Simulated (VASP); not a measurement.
# Si2Ni (Fm-3m) in VASP: further runs, part 3 of 3

VASP 6.6.1. The steps go on from the part before.

## Step 4: Single point, PBE, collinear spin, ferromagnetic start

This run uses another cell than the first one, of 13.17 Å³/atom.

File INCAR:

```
PREC = Accurate ; ENCUT = 690
EDIFF = 1E-6 ; ISMEAR = -1
SIGMA = 0.05 ; LREAL = F
LASPH = T ; NELM = 200
ALGO = Normal ; ISIF = 2
LWAVE = F ; LCHARG = F
ISPIN = 2 ; MAGMOM = 0.8 0 0
LORBIT = 11 ; NUPDOWN = 0.8
LMAXMIX = 4 ; GGA = PE
NBANDS = 24 ; GGA_COMPAT = F
```

File KPOINTS:

```
regular mesh
0
Gamma
  7 7 7
```

File POSCAR:

```
Si2Ni
1.0
    0.0000000000      2.7030000000      2.7030000000
    2.7030000000      0.0000000000      2.7030000000
    2.7030000000      2.7030000000      0.0000000000
Ni Si
1 2
Direct
    0.0000000000      0.0000000000      0.0000000000
    0.7500000000      0.7500000000      0.7500000000
    0.2500000000      0.2500000000      0.2500000000
```

Potentials or basis: VASP PAW PBE potentials, release 64 (Ni_sv_GW, Si).

On the command line:

```bash
$ cat potpaw_PBE.64/Ni_sv_GW/POTCAR potpaw_PBE.64/Si/POTCAR > POTCAR
$ mpirun -np 1 vasp_std > vasp.out
```

OUTCAR:

```text
PREC = Accurate
   ENCUT = 690
   EDIFF = 1E-6
   ISMEAR = -1
   LREAL = F
   LASPH = T
   NELM = 200
   ISIF = 2
   ISPIN = 2
   LORBIT = 11
   NUPDOWN = 0.8
   GGA = PE

 ion  position               nearest neighbor table
   1  0.000  0.000  0.000-   2 2.34   2 2.34   3 2.34   3 2.34   2 2.34   2 2.34   3 2.34   3 2.34

   2  0.750  0.750  0.750-   1 2.34   1 2.34   1 2.34   1 2.34   3 2.70   3 2.70   3 2.70   3 2.70
                             3 2.70   3 2.70
   3  0.250  0.250  0.250-   1 2.34   1 2.34   1 2.34   1 2.34   2 2.70   2 2.70   2 2.70   2 2.70
                             2 2.70   2 2.70

  LATTYP: Found a face centered cubic cell.
 ALAT       =     5.4060000000

  Lattice vectors:

 A1 = (   0.0000000000,   2.7030000000,   2.7030000000)
 A2 = (   2.7030000000,   0.0000000000,   2.7030000000)
 A3 = (   2.7030000000,   2.7030000000,   0.0000000000)

Analysis of symmetry for initial positions (statically):
=====================================================================
 Subroutine PRICEL returns:
 Original cell was already a primitive cell.

 Routine SETGRP: Setting up the symmetry group for a
 face centered cubic supercell.

 Subroutine GETGRP returns: Found 48 space group operations
 (whereof 48 operations were pure point group operations)
 out of a pool of 48 trial point group operations.

The static configuration has the point symmetry O_h .

Analysis of symmetry for dynamics (positions and initial velocities):
=====================================================================
 Subroutine PRICEL returns:
 Original cell was already a primitive cell.

 Routine SETGRP: Setting up the symmetry group for a
 face centered cubic supercell.

 Subroutine GETGRP returns: Found 48 space group operations
 (whereof 48 operations were pure point group operations)
 out of a pool of 48 trial point group operations.

The dynamic configuration has the point symmetry O_h .

Analysis of structural, dynamic, and magnetic symmetry:
=====================================================================
 Subroutine PRICEL returns:
 Original cell was already a primitive cell.

 Routine SETGRP: Setting up the symmetry group for a
 face centered cubic supercell.

 Subroutine GETGRP returns: Found 48 space group operations
 (whereof 48 operations were pure point group operations)
 out of a pool of 48 trial point group operations.

The overall configuration has the point symmetry O_h .

 Subroutine INISYM returns: Found 48 space group operations
 (whereof 48 operations are pure point group operations),
 and found     1 'primitive' translations

----------------------------------------------------------------------------------------

                                     Primitive cell

  volume of cell :      39.4974

  direct lattice vectors                    reciprocal lattice vectors
     0.000000000  2.703000000  2.703000000    -0.184979652  0.184979652  0.184979652
     2.703000000  0.000000000  2.703000000     0.184979652 -0.184979652  0.184979652
     2.703000000  2.703000000  0.000000000     0.184979652  0.184979652 -0.184979652

  length of vectors
     3.822619259  3.822619259  3.822619259     0.320394156  0.320394156  0.320394156
[... 74 lines left out ...]
   LSORBIT =      F    spin-orbit coupling
   LASPH  =      T    aspherical Exc in radial PAW
   ENCUT  =  690.0 eV  50.71 Ry    7.12 a.u.   8.19  8.19  8.19*2*pi/ulx,y,z
   NELM   =    200;   NELMIN=  2; NELMDL= -5     # of ELM steps
   EDIFF  = 0.1E-05   stopping-criterion for ELM
   LREAL  =      F    real-space projection
   EDIFFG = 0.1E-04   stopping-criterion for IOM
   NSW    =      0    number of steps for IOM
   IBRION =     -1    ionic relax: 0-MD 1-quasi-New 2-CG
   NFREE  =      0    steps in history (QN), initial steepest desc. (CG)
   ISIF   =      2    stress and relaxation
   ISYM   =      2    0-nonsym 1-usesym 2-fastsym
   POTIM  = 0.5000    time-step for ionic-motion
   TEBEG  =    0.0;   TEEND  =   0.0 temperature during run
   PSTRESS=    0.0 pullay stress
   NELECT =      26.0000    total number of electrons
   NUPDOWN=       0.8000    fix difference up-down
   EMIN   =  10.00;   EMAX   =-10.00  energy-range for DOS
   EFERMI =   0.00;   METHOD = LEGACY
   ISMEAR =    -1;   SIGMA  =   0.05  broadening in eV -4-tet -1-fermi 0-gaus
   EFERMI_NEDOS =   21; number of points for ismear=-14 and -15
   IALGO  =     38    algorithm
   IMIX   =      4    mixing-type and parameters
     AMIX     =   0.40;   BMIX     =  1.00
     AMIX_MAG =   1.60;   BMIX_MAG =  1.00
  volume/ion in A,a.u.               =      13.17        88.85
  Fermi-wavevector in a.u.,A,eV,Ry     =   1.424109  2.691176 27.593792  2.028086
  Thomas-Fermi vector in A             =   2.544635
   LORBIT       =     11    0 simple, 1 ext, 2 COOP (PROOUT), +10 PAW based schemes
   GGA     = PE    functional components
   LHFCALC =     F    Hartree Fock is set to
   AEXX    =    0.0000 exact exchange contribution
   IVDW    =     0    specifies the selected vdW correction
   LEPSILON=     F    determine dielectric tensor
   LRPA    =     F    only Hartree local field effects (RPA)
 spin polarized calculation
  energy-cutoff  :      690.00
  volume of cell :       39.50
 maximum number of plane-waves:      1641
 NGX is ok and might be reduce to    36
   NGX = 17   NGY = 17   NGZ = 17

 number of electron      25.9999993 magnetization       0.8000001

 Free energy of the ion-electron system (eV)
  ---------------------------------------------------
  ext. energy  EPLUGINS =         0.00000000
  ---------------------------------------------------
  free energy    TOTEN  =       -17.98412918 eV

  energy without entropy =      -17.97256371  energy(sigma->0) =      -17.97834645

 E-fermi :   8.8630     XC(G=0): -11.7608

 val. band max:       10.5174274729   @ k =   0.1429   0.0000   0.0000
 cond. band min:       9.0920922597   @ k =   0.1429   0.0000   0.0000
 fundamental gap:     -1.4253352132
 Fermi energy:        10.5902805481

 spin component 1

 k-point     1 :       0.0000    0.0000    0.0000
  band No.  band energies     occupation
      1     -94.8223      1.00000
      2     -55.2144      1.00000
      3     -55.2144      1.00000
      4     -55.2144      1.00000
      5      -3.9587      1.00000
      6       4.6447      1.00000
[... 529 lines left out ...]
     23      23.3015      0.00000
     24      26.4253      0.00000
 Fermi energy:         8.8630106456

 spin component 2

 k-point     1 :       0.0000    0.0000    0.0000
  band No.  band energies     occupation
      1     -94.3936      1.00000
      2     -54.7991      1.00000
      3     -54.7991      1.00000
      4     -54.7991      1.00000
      5      -3.7427      1.00000
      6       4.9640      1.00000
[... 529 lines left out ...]
     23      23.5621      0.00000
     24      27.0298      0.00000

------------------------ aborting loop because EDIFF is reached ----------------------------------------

  FORCE on cell =-STRESS in cart. coord.  units (eV):
  Direction    XX          YY          ZZ          XY          YZ          ZX
  --------------------------------------------------------------------------------------
  -------------------------------------------------------------------------------------
  Total        1.2937972      1.2937972      1.2937972     -0.0000000     -0.0000000      0.0000000
  in kB       52.4817906     52.4817906     52.4817906     -0.0000000     -0.0000000      0.0000000
  external PRESSURE =      52.4817906 kB  Pullay stress =       0.0000000 kB

 VOLUME and BASIS-vectors are now :
 -----------------------------------------------------------------------------
  energy-cutoff  :      690.00
  volume of cell :       39.50
      direct lattice vectors                 reciprocal lattice vectors
     0.000000000  2.703000000  2.703000000    -0.184979652  0.184979652  0.184979652
     2.703000000  0.000000000  2.703000000     0.184979652 -0.184979652  0.184979652
     2.703000000  2.703000000  0.000000000     0.184979652  0.184979652 -0.184979652

 POSITION                                       TOTAL-FORCE (eV/Angst)
 -----------------------------------------------------------------------------------
      0.00000      0.00000      0.00000        -0.000000     -0.000000     -0.000000
      4.05450      4.05450      4.05450        -0.000000     -0.000000     -0.000000
      1.35150      1.35150      1.35150         0.000000      0.000000      0.000000
 -----------------------------------------------------------------------------------
    total drift:                               -0.000000      0.000000      0.000000

  FREE ENERGIE OF THE ION-ELECTRON SYSTEM (eV)
  ---------------------------------------------------
  free  energy   TOTEN  =       -17.9841291847 eV

  energy  without entropy=      -17.9725637106  energy(sigma->0) =      -17.97834645

 total charge

# of ion       s       p       d       f       tot
--------------------------------------------------
    1        2.268   6.466   7.858   0.004  16.595
    2        0.754   0.840   0.000   0.000   1.594
    3        0.754   0.840   0.000   0.000   1.594
--------------------------------------------------
tot          3.775   8.146   7.858   0.004  19.782

 magnetization (x)

# of ion       s       p       d       f       tot
--------------------------------------------------
    1        0.003   0.034   0.326   0.001   0.363
    2        0.057   0.047   0.000   0.000   0.104
    3        0.057   0.047   0.000   0.000   0.104
--------------------------------------------------
tot          0.117   0.128   0.326   0.001   0.572
```

OSZICAR:

```text
N       E                     dE             d eps       ncg     rms          rms(c)
DAV:   1     0.229650575251E+03    0.22965E+03   -0.15237E+04  2928   0.303E+03
DAV:   2    -0.125062283480E+02   -0.24216E+03   -0.22943E+03  3144   0.754E+02
DAV:   3    -0.256514925032E+02   -0.13145E+02   -0.13068E+02  3168   0.178E+02
DAV:   4    -0.259174541010E+02   -0.26596E+00   -0.26589E+00  2704   0.147E+01
DAV:   5    -0.259265605652E+02   -0.91065E-02   -0.91058E-02  2616   0.263E+00    0.321E+01
DAV:   6    -0.504192281072E+02   -0.24493E+02   -0.45259E+02  2736   0.955E+02    0.395E+01
DAV:   7    -0.197582745910E+02    0.30661E+02   -0.71104E+01  2904   0.422E+02    0.125E+01
DAV:   8    -0.193797908156E+02    0.37848E+00   -0.62175E+00  3264   0.134E+02    0.526E+00
DAV:   9    -0.180302029883E+02    0.13496E+01   -0.14878E+01  3016   0.785E+00    0.414E+00
DAV:  10    -0.179875981911E+02    0.42605E-01   -0.65208E-02  3280   0.839E+00    0.217E+00
DAV:  11    -0.182374043726E+02   -0.24981E+00   -0.37635E-02  3224   0.979E+00    0.169E+00
DAV:  12    -0.179845975705E+02    0.25281E+00   -0.38999E+00  3152   0.581E+00    0.999E-01
DAV:  13    -0.179855385701E+02   -0.94100E-03   -0.10087E-03  3248   0.911E-01    0.764E-01
DAV:  14    -0.179855907770E+02   -0.52207E-04   -0.42845E-04  2736   0.771E-01    0.384E-01
DAV:  15    -0.179841318397E+02    0.14589E-02   -0.40213E-03  3104   0.280E+00    0.102E-01
DAV:  16    -0.179841288885E+02    0.29511E-05   -0.32273E-04  3288   0.572E-01    0.371E-02
DAV:  17    -0.179841291847E+02   -0.29612E-06   -0.92371E-06  2544   0.650E-02
   1 F= -.17984129E+02 E0= -.17978346E+02  d E =-.115655E-01  mag=     0.8000
```

stdout:

```text
POSCAR found type information on POSCAR NiSi
 POSCAR found :  2 types and       3 ions
 scaLAPACK will be used
 LDA part: xc-table for (Slater+PW92), standard interpolation
 POSCAR, INCAR and KPOINTS ok, starting setup
 FFT: planning ... GRIDC
 FFT: planning ... GRID_SOFT
 FFT: planning ... GRID
 WAVECAR not read
 entering main loop
```

It took 1.8 min on 1 thread of AMD EPYC 9R14 (Zen 4), shared host; peak memory 0.24 GiB.

Results:

| Quantity | Value |
| --- | --- |
| Free energy | -17.9841 eV |
| Pressure | 5.2 GPa |
| Net moment | 0.80 μB per cell |
| Site moments | Ni +0.36; Si +0.10 μB |
| Valence electrons inside the program's atomic spheres | Ni 16.59; Si 1.59 |

Caveat: the cell stands under pressure; the total moment is fixed, so each spin has its own Fermi level and the state may be an excited one.

## Step 5: Summary

```csv
level,potentials or basis,fixed moment (μB),cell,k mesh,cutoff (eV),gap on the mesh (eV),pressure (GPa),moment (μB)
LDA,"VASP PAW LDA potentials, release 64 (Ni, Si)",-,"a = 3.797 Å, angles 60.0°, 3 atoms",9 × 9 × 9,600,none,-1.1,0.00
LDA,"VASP PAW LDA potentials, release 64 (Ni, Si)",-,"a = 3.848 Å, angles 60.0°, 3 atoms",9 × 9 × 9,600,none,-6.9,0.00
PBE,"VASP PAW PBE potentials, release 64 (Ni_sv_GW, Si)",0.8,"a = 3.823 Å, angles 60.0°, 3 atoms",7 × 7 × 7,690,-,5.2,0.80
```

Alike in all rows: task single point; spin collinear, ferromagnetic start; smearing fermi-dirac 0.05 eV.

Caveats: the moments typed at the start vanished in this run (at least some runs); the cell stands under tension (at least some runs); the cell stands under pressure (at least some runs); the total moment is fixed, so each spin has its own Fermi level and the state may be an excited one (at least some runs).

Total energies depend on the potentials used, so only differences within one code and one set of settings carry meaning.

The gap in the log of VASP goes by the Fermi energy; the results here count the filled bands.